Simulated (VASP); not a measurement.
Crystal: CaF2.

```
Ca F
1.0
     0.00000    2.73100    2.73100
     2.73100    0.00000    2.73100
     2.73100    2.73100    0.00000
Ca F
1 2
Direct
  0.00000 0.00000 0.00000
  0.25000 0.25000 0.25000
  0.75000 0.75000 0.75000
```

Base run:

```yaml
Program: VASP 6.6.1
Functional: revPBE
Potentials_or_basis: VASP PAW PBE potentials, release 64 (Ca_sv, F)
Cutoff: 600 eV
k_mesh: 8 × 8 × 8
Occupations: gaussian, width 0.01 eV
Spin: no spin polarisation
```

Its results: band gap on the k mesh 7.56 eV (least direct gap 7.82 eV); pressure 5.6 GPa.

**Question.** The run is repeated on the same cell with these changes: functional from revPBE to BLYP. What comes out?

**Answer.** Band gap on the k mesh 7.40 eV (least direct gap 7.65 eV); pressure 4.3 GPa.

Caveats: the cell stands under pressure; the PAW data sets were made with another functional, which shifts forces and pressure a little.

A k mesh can miss the band edges.
